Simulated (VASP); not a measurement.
A run of VASP 6.6.1 is set up as follows.

Contents of INCAR:

```
ALGO = Normal
EDIFF = 1E-7
EDIFFG = -0.008
ENCUT = 600
GGA = PE
IBRION = 2
ISIF = 3
ISMEAR = 0
LASPH = T
LCHARG = F
LREAL = F
LWAVE = F
NELM = 60
NSW = 70
PREC = Accurate
PSTRESS = 120.0
SIGMA = 0.02
```

KPOINTS

```
k-points
0
Gamma
  9 9 4
```

Contents of POSCAR:

```
CdS
1.0
    3.9985903818      0.0000000000      0.0000000000
   -1.9992951909      3.4628808499      0.0000000000
    0.0000000000      0.0000000000      6.5091284733
Cd S
2 2
Direct
    0.6666666667      0.3333333333      0.5002928201
    0.3333333333      0.6666666667      0.0002928201
    0.6666666667      0.3333333333      0.8767071799
    0.3333333333      0.6666666667      0.3767071799
```

Potentials or basis: VASP PAW PBE potentials, release 64 (Cd, S).

Command:

```sh
$ cat potpaw_PBE.64/Cd/POTCAR potpaw_PBE.64/S/POTCAR > POTCAR
$ mpirun -np 1 vasp_std > vasp.out
```

Predict the band gap on the k mesh.

1.45 eV.

What does it give for the space group after relaxing (to 0.1 Å)?

P6_3mc (No. 186).

Forces in eV/Å, atoms in the order of the input:
```
Cd   0.000  0.000 -0.002
Cd   0.000  0.000 -0.002
S    0.000  0.000  0.002
S    0.000  0.000  0.002
```

Caveat: the cell is relaxed towards a set pressure, so the run minimises the enthalpy, not the energy.
